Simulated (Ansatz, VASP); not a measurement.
**One calculation of LaBi, two programs**

File INCAR:

```
PREC = Accurate
ENCUT = 520
EDIFF = 1E-7
ISMEAR = 0
SIGMA = 0.02
LREAL = F
LASPH = T
NELM = 80
ALGO = Normal
ISIF = 2
LWAVE = F
LCHARG = F
NBANDS = 20
```

File KPOINTS:

```
regular mesh
0
Gamma
  7 7 7
```

The input POSCAR:

```
LaBi
1.0
    0.0000000000      3.4088723779      3.4088723779
    3.4088723779      0.0000000000      3.4088723779
    3.4088723779      3.4088723779      0.0000000000
La Bi
1 1
Direct
    0.0000000000      0.0000000000      0.0000000000
    0.5000000000      0.5000000000      0.5000000000
```

Input for Ansatz:

```yaml
crystal:
  lattice:
    - [0.0, 3.40887237786525, 3.40887237786525]
    - [3.40887237786525, 0.0, 3.40887237786525]
    - [3.40887237786525, 3.40887237786525, 0.0]
  atoms:
    - { symbol: La, position: [0.0, 0.0, 0.0] }
    - { symbol: Bi, position: [0.5, 0.5, 0.5] }
basis:
  ecutwfc: 470.0
kpoints:
  mp_grid:
    grid: [7, 7, 7]
hamiltonian:
  xc: lda
scf:
  n_extra_bands: 2
  mixing:
    algorithm: anderson
  occupations:
    method: gaussian
    width: 0.02
output:
  stress: true
```

Alike in both runs: task single point; functional LDA; k mesh 7 × 7 × 7; occupations gaussian, width 0.02 eV; no spin polarisation.

|  | VASP | Ansatz |
| --- | --- | --- |
| version | VASP 6.6.1 | Ansatz 0.2.0 |
| potentials or method | VASP PAW LDA potentials, release 64 (La, Bi_d), cutoff 520 eV | plane waves, PAW |
| valence electrons in the cell | 26 | 26 |

```tsv
	VASP	Ansatz	Ansatz less VASP
pressure (GPa)	-5.9	-5.9	+0.01
```

LDA's correlation is that of Perdew and Zunger in VASP and of Perdew and Wang (1992) in Ansatz.

Neither program's run includes spin-orbit coupling.
